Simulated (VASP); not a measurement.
# PtSe2 (Sudovikovite) (P-3m1) in VASP: a series of runs

Aim: see how the results for PtSe2 (Sudovikovite) move with the level of theory and the settings. Levels: PBEsol, r2SCAN+U. Tasks: single point.

All numbers are computed with VASP 6.6.1; they aren't measurements. Logs are shortened: lines on timing, memory, paths and dates and some standing lists are left out, and cuts for length are marked.

### Step 1. The cell of the first run

The structure is trigonal, space group P-3m1 (No. 164). Conventional cell: a = 3.724 Å, b = 3.724 Å, c = 5.062 Å, α = 90.00°, β = 90.00°, γ = 120.00°. Within 3.3 Å of Pt (site symmetry -3m) lie 6 Se at 2.49 Å. Within 3.3 Å of Se (site symmetry 3m) lie 3 Pt at 2.49 Å.

### Step 2. Single point, PBEsol

File INCAR:

```
SYSTEM = PtSe2
PREC = Accurate
ENCUT = 520
EDIFF = 1E-6
ISMEAR = -1
SIGMA = 0.05
LREAL = .FALSE.
LASPH = .TRUE.
NELM = 60
ALGO = Normal
ISIF = 2
LWAVE = .FALSE.
LCHARG = .FALSE.
GGA = PS
NBANDS = 18
```

File KPOINTS:

```
regular mesh
0
G
  8 8 5
  0 0 0
```

File POSCAR:

```
PtSe2
1.0
    3.7240000000      0.0000000000      0.0000000000
   -1.8620000000      3.2250786037      0.0000000000
    0.0000000000      0.0000000000      5.0620000000
Pt Se
1 2
Direct
    0.0000000000      0.0000000000      0.0000000000
    0.6666666667      0.3333333333      0.7500000000
    0.3333333333      0.6666666667      0.2500000000
```

Potentials or basis: VASP PAW PBE potentials, release 64 (Pt, Se).

The run is started by

```bash
> cat potpaw_PBE.64/Pt/POTCAR potpaw_PBE.64/Se/POTCAR > POTCAR
> mpirun -np 1 vasp_std > vasp.out
```

OUTCAR:

```text
SYSTEM = PtSe2
   PREC = Accurate
   ENCUT = 520
   EDIFF = 1E-6
   ISMEAR = -1
   LREAL = .FALSE.
   LASPH = .TRUE.
   NELM = 60
   ISIF = 2
   GGA = PS

 ion  position               nearest neighbor table
   1  0.000  0.000  0.000-   2 2.49   3 2.49   2 2.49   3 2.49   2 2.49   3 2.49
   2  0.667  0.333  0.750-   1 2.49   1 2.49   1 2.49
   3  0.333  0.667  0.250-   1 2.49   1 2.49   1 2.49

  LATTYP: Found a hexagonal cell.
 ALAT       =     3.7240000000
 C/A-ratio  =     1.3592910849

  Lattice vectors:

 A1 = (   3.7240000000,   0.0000000000,   0.0000000000)
 A2 = (  -1.8620000000,   3.2250786037,   0.0000000000)
 A3 = (   0.0000000000,   0.0000000000,   5.0620000000)

Analysis of symmetry for initial positions (statically):
=====================================================================
 Subroutine PRICEL returns:
 Original cell was already a primitive cell.

 Routine SETGRP: Setting up the symmetry group for a
 hexagonal supercell.

 Subroutine GETGRP returns: Found 12 space group operations
 (whereof 12 operations were pure point group operations)
 out of a pool of 24 trial point group operations.

The static configuration has the point symmetry D_3d.

Analysis of symmetry for dynamics (positions and initial velocities):
=====================================================================
 Subroutine PRICEL returns:
 Original cell was already a primitive cell.

 Routine SETGRP: Setting up the symmetry group for a
 hexagonal supercell.

 Subroutine GETGRP returns: Found 12 space group operations
 (whereof 12 operations were pure point group operations)
 out of a pool of 24 trial point group operations.

The dynamic configuration has the point symmetry D_3d.

 Subroutine INISYM returns: Found 12 space group operations
 (whereof 12 operations are pure point group operations),
 and found     1 'primitive' translations

----------------------------------------------------------------------------------------

                                     Primitive cell

  volume of cell :      60.7956

  direct lattice vectors                    reciprocal lattice vectors
     3.724000000  0.000000000  0.000000000     0.268528464  0.155034981  0.000000000
    -1.862000000  3.225078604  0.000000000     0.000000000  0.310069962  0.000000000
     0.000000000  0.000000000  5.062000000     0.000000000  0.000000000  0.197550375

  length of vectors
     3.724000000  3.724000000  5.062000000     0.310069962  0.310069962  0.197550375

  position of ions in fractional coordinates (direct lattice)
     0.000000000  0.000000000  0.000000000
     0.666666667  0.333333333  0.750000000
     0.333333333  0.666666667  0.250000000

  ion indices of the primitive-cell ions
   primitive index   ion index
                 1           1
                 2           2
                 3           3

----------------------------------------------------------------------------------------

 KPOINTS: regular mesh

Automatic generation of k-mesh.
 Grid dimensions read from file:
 generate k-points for:    8    8    5

 Generating k-lattice:

  Cartesian coordinates                     Fractional coordinates (reciprocal lattice)
     0.033566058  0.019379373  0.000000000     0.125000000  0.000000000  0.000000000
     0.000000000  0.038758745  0.000000000     0.000000000  0.125000000  0.000000000
     0.000000000  0.000000000  0.039510075     0.000000000  0.000000000  0.200000000

  Length of vectors
     0.038758745  0.038758745  0.039510075

  Shift w.r.t. Gamma in fractional coordinates (k-lattice)
     0.000000000  0.000000000  0.000000000

 Subroutine IBZKPT returns following result:
 ===========================================

 Found     40 irreducible k-points:

 Following reciprocal coordinates:
            Coordinates               Weight
  0.000000  0.000000  0.000000      1.000000
  0.125000 -0.000000  0.000000      6.000000
  0.250000 -0.000000  0.000000      6.000000
  0.375000  0.000000  0.000000      6.000000
  0.500000 -0.000000  0.000000      3.000000
  0.125000  0.125000  0.000000      6.000000
[... 16 lines left out ...]
 -0.125000  0.500000  0.200000     12.000000
  0.250000  0.250000  0.200000     12.000000
 [... further k-points ...]
   k-points           NKPTS =     40   k-points in BZ     NKDIM =     40   number of bands    NBANDS=     18
   number of dos      NEDOS =    301   number of ions     NIONS =      3
   total plane-waves  NPLWV =  31360
   dimension x,y,z NGX =    28 NGY =   28 NGZ =   40
   dimension x,y,z NGXF=    56 NGYF=   56 NGZF=   80
   ions per type =               1   2
   NGX,Y,Z   is equivalent  to a cutoff of  12.50, 12.50, 13.14 a.u.
   NGXF,Y,Z  is equivalent  to a cutoff of  25.00, 25.00, 26.27 a.u.
 SYSTEM =  PtSe2
   PREC   = accura    normal or accurate (medium, high low for compatibility)
   ISTART =      0    job   : 0-new  1-cont  2-samecut
   ICHARG =      2    charge: 1-file 2-atom 10-const
   ISPIN  =      1    spin polarized calculation?
   LNONCOLLINEAR =      F non collinear calculations
   LSORBIT =      F    spin-orbit coupling
   LASPH  =      T    aspherical Exc in radial PAW
   ENCUT  =  520.0 eV  38.22 Ry    6.18 a.u.   6.92  6.92  9.41*2*pi/ulx,y,z
   NELM   =     60;   NELMIN=  2; NELMDL= -5     # of ELM steps
   EDIFF  = 0.1E-05   stopping-criterion for ELM
   LREAL  =      F    real-space projection
   EDIFFG = 0.1E-04   stopping-criterion for IOM
   NSW    =      0    number of steps for IOM
   IBRION =     -1    ionic relax: 0-MD 1-quasi-New 2-CG
   NFREE  =      0    steps in history (QN), initial steepest desc. (CG)
   ISIF   =      2    stress and relaxation
   ISYM   =      2    0-nonsym 1-usesym 2-fastsym
   POTIM  = 0.5000    time-step for ionic-motion
   TEBEG  =    0.0;   TEEND  =   0.0 temperature during run
   PSTRESS=    0.0 pullay stress
   NELECT =      22.0000    total number of electrons
   NUPDOWN=      -1.0000    fix difference up-down
   EMIN   =  10.00;   EMAX   =-10.00  energy-range for DOS
   EFERMI =   0.00;   METHOD = LEGACY
   ISMEAR =    -1;   SIGMA  =   0.05  broadening in eV -4-tet -1-fermi 0-gaus
   EFERMI_NEDOS =   21; number of points for ismear=-14 and -15
   IALGO  =     38    algorithm
   IMIX   =      4    mixing-type and parameters
     AMIX     =   0.40;   BMIX     =  1.00
     AMIX_MAG =   1.60;   BMIX_MAG =  1.00
  volume/ion in A,a.u.               =      20.27       136.76
  Fermi-wavevector in a.u.,A,eV,Ry     =   1.166608  2.204570 18.517184  1.360975
  Thomas-Fermi vector in A             =   2.303119
   LORBIT       =      0    0 simple, 1 ext, 2 COOP (PROOUT), +10 PAW based schemes
   GGA     = PS    functional components
   LHFCALC =     F    Hartree Fock is set to
   AEXX    =    0.0000 exact exchange contribution
   IVDW    =     0    specifies the selected vdW correction
   LEPSILON=     F    determine dielectric tensor
   LRPA    =     F    only Hartree local field effects (RPA)
 non-spin polarized calculation
  energy-cutoff  :      520.00
  volume of cell :       60.80
 maximum number of plane-waves:      1654
   NGX = 13   NGY = 13   NGZ = 19

 number of electron      21.9999999 magnetization

 Free energy of the ion-electron system (eV)
  ---------------------------------------------------
  ext. energy  EPLUGINS =         0.00000000
  ---------------------------------------------------
  free energy    TOTEN  =       -15.88829898 eV

  energy without entropy =      -15.88214802  energy(sigma->0) =      -15.88522350

 E-fermi :   6.4271     XC(G=0): -10.8049

 val. band max:        6.3012835902   @ k =   0.1250  -0.0000   0.0000
 cond. band min:       6.4533715370   @ k =   0.0000   0.1250   0.2000
 fundamental gap:      0.1520879468
 Fermi energy:         6.4270803119

 k-point     1 :       0.0000    0.0000    0.0000
  band No.  band energies     occupation
      1      -9.3398      2.00000
      2      -6.4928      2.00000
      3      -0.8342      2.00000
      4      -0.1144      2.00000
      5      -0.1144      2.00000
      6       2.3646      2.00000
[... 10 lines left out ...]
     17      13.6117      0.00000
     18      18.0868      0.00000

 k-point     2 :       0.1250   -0.0000    0.0000
  band No.  band energies     occupation
      1      -9.1641      2.00000
      2      -6.5710      2.00000
      3      -0.6272      2.00000
      4      -0.0023      2.00000
      5       0.0106      2.00000
      6       2.1086      2.00000
[... 10 lines left out ...]
     17      14.1696      0.00000
     18      16.0724      0.00000

 k-point     3 :       0.2500   -0.0000    0.0000
  band No.  band energies     occupation
      1      -8.6786      2.00000
      2      -6.7714      2.00000
      3      -0.1253      2.00000
      4       0.2691      2.00000
      5       0.3839      2.00000
      6       1.1495      2.00000
[... 10 lines left out ...]
     17      14.5387      0.00000
     18      14.6937      0.00000

 k-point     4 :       0.3750    0.0000    0.0000
  band No.  band energies     occupation
      1      -8.0248      2.00000
      2      -7.0444      2.00000
      3      -0.4898      2.00000
      4       0.4971      2.00000
      5       0.7479      2.00000
      6       1.3251      2.00000
[... 375 lines left out ...]
      4       0.3455      2.00000
      5       1.1827      2.00000
      6       1.2070      2.00000
[... 10 lines left out ...]
     17      15.3614      0.00000
     18      15.9027      0.00000

 k-point    23 :      -0.1250    0.5000    0.2000
  band No.  band energies     occupation
      1      -7.6779      2.00000
      2      -7.1306      2.00000
      3      -0.9221      2.00000
      4       0.1880      2.00000
      5       0.7550      2.00000
      6       1.8950      2.00000
[... 10 lines left out ...]
     17      15.5939      0.00000
     18      16.2465      0.00000

 k-point    24 :       0.2500    0.2500    0.2000
  band No.  band energies     occupation
      1      -7.6697      2.00000
      2      -7.1543      2.00000
      3      -0.3896      2.00000
      4       0.0878      2.00000
      5       0.5771      2.00000
      6       1.3818      2.00000
[... 10 lines left out ...]
     17      14.7701      0.00000
     18      15.3652      0.00000

 [... further k-points ...]

------------------------ aborting loop because EDIFF is reached ----------------------------------------

  FORCE on cell =-STRESS in cart. coord.  units (eV):
  Direction    XX          YY          ZZ          XY          YZ          ZX
  --------------------------------------------------------------------------------------
  -------------------------------------------------------------------------------------
  Total        1.0270438      1.0270438      0.4830376      0.0000000      0.0000000      0.0000000
  in kB       27.0662092     27.0662092     12.7297370      0.0000000      0.0000000      0.0000000
  external PRESSURE =      22.2873851 kB  Pullay stress =       0.0000000 kB

 VOLUME and BASIS-vectors are now :
 -----------------------------------------------------------------------------
  energy-cutoff  :      520.00
  volume of cell :       60.80
      direct lattice vectors                 reciprocal lattice vectors
     3.724000000  0.000000000  0.000000000     0.268528464  0.155034981  0.000000000
    -1.862000000  3.225078604  0.000000000     0.000000000  0.310069962  0.000000000
     0.000000000  0.000000000  5.062000000     0.000000000  0.000000000  0.197550375

 POSITION                                       TOTAL-FORCE (eV/Angst)
 -----------------------------------------------------------------------------------
      0.00000      0.00000      0.00000         0.000000      0.000000      0.000000
      1.86200      1.07503      3.79650        -0.000000      0.000000     -0.355737
     -0.00000      2.15005      1.26550         0.000000     -0.000000      0.355737
 -----------------------------------------------------------------------------------
    total drift:                               -0.000000     -0.000000     -0.000000

  FREE ENERGIE OF THE ION-ELECTRON SYSTEM (eV)
  ---------------------------------------------------
  free  energy   TOTEN  =       -15.8882989807 eV

  energy  without entropy=      -15.8821480220  energy(sigma->0) =      -15.88522350
```

Run time: 14 s. Hardware: 1 thread of Intel Xeon 6975P-C (Granite Rapids), shared host; peak memory 0.2 GiB.

What came out:

```
Free energy            : -15.8883 eV
Pressure               : 2.2 GPa
Largest force          : 0.356 eV/Å
Band gap on the k mesh : zero (band 11 reaches 6.81 eV, above the bottom of band 12 at 6.48 eV)
```

Forces in eV/Å, atoms in the order of the input:
```
Pt   0.000  0.000  0.000
Se   0.000  0.000 -0.356
Se   0.000  0.000  0.356
```

Stress tensor (GPa, compression positive):
```
2.71 0.00 0.00
0.00 2.71 0.00
0.00 0.00 1.27
```

Caveat: the PAW data sets were made with another functional, which shifts forces and pressure a little; spin-orbit coupling is left out, which moves the levels of the heavy elements.

(Part 1 of 2 ends here.)
